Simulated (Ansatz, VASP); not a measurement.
# Two plane-wave programs on TaN

Contents of INCAR:

```
SYSTEM = TaN
PREC = Accurate
ENCUT = 600
EDIFF = 1E-7
ISMEAR = 0
SIGMA = 0.1
LREAL = .False.
LASPH = .True.
NELM = 120
ALGO = Normal
ISIF = 3
LWAVE = .False.
LCHARG = .False.
IBRION = 2
NSW = 100
EDIFFG = -0.05
GGA_COMPAT = .False.
NELMIN = 4
```

File KPOINTS:

```
regular mesh
0
Gamma
  8 8 8
  0 0 0
```

POSCAR

```
TaN
1.0
    0.0000000000      2.1950000000      2.1950000000
    2.1950000000      0.0000000000      2.1950000000
    2.1950000000      2.1950000000      0.0000000000
Ta N
1 1
Direct
    0.0000000000      0.0000000000      0.0000000000
    0.5000000000      0.5000000000      0.5000000000
```

Input for Ansatz:

```yaml
crystal:
  lattice:
    - [0.0, 2.195, 2.195]
    - [2.195, 0.0, 2.195]
    - [2.195, 2.195, 0.0]
  atoms:
    - { symbol: Ta, position: [0.0, 0.0, 0.0] }
    - { symbol: "N", position: [0.5, 0.5, 0.5] }
basis:
  ecutwfc: 420
kpoints:
  mp_grid: { grid: [8, 8, 8] }
hamiltonian:
  xc: lda
  pseudopotentials: { kind: paw, azcp: { folder: soft_1 } }
scf:
  occupations: { method: gaussian, width: 0.1 }
output:
  forces: true
  stress: true
  eigenvalues: true
relax:
  adjacent_minimum: "off"
  f_tol: 0.05
  max_steps: 80
  cell: { stress_tol: 0.5 }
```

Alike in both runs: task relaxation of cell and atoms; functional LDA; k mesh 8 × 8 × 8; occupations gaussian, width 0.1 eV; no spin polarisation.

|  | VASP | Ansatz |
| --- | --- | --- |
| version | VASP 6.6.1 | Ansatz 0.2.0 |
| potentials or method | VASP PAW LDA potentials, release 64 (Ta_pv, N), cutoff 600 eV | scalar-relativistic, plane waves, PAW |
| valence electrons in the cell | 16 | 18 |

Ansatz gave:

| Property | Result |
| --- | --- |
| gap on the k mesh at the Fermi level, each at its own relaxed structure (eV) | none |
| relaxed volume (Å³/atom) | 10.29 |
| relaxed cell length with the largest relative difference (Å) | 3.076 |

Task: What did VASP give for the same quantities?

Result: gap on the k mesh at the Fermi level, each at its own relaxed structure (eV): none; relaxed volume (Å³/atom): 10.34; relaxed cell length with the largest relative difference (Å): 3.081.

Ansatz warns that its potentials were made for another functional, while VASP's fit it. LDA's correlation is that of Perdew and Zunger in VASP and of Perdew and Wang (1992) in Ansatz. A gap of «none» marks a metal or a gap that the smearing closes. VASP's potentials hold 16 valence electrons a cell and Ansatz's 18, so a difference there can come from the potentials and not from the codes.

Spin-orbit coupling is off throughout. Noted on VASP's run: too few bands were computed for a metal, which touches its energy and stress.
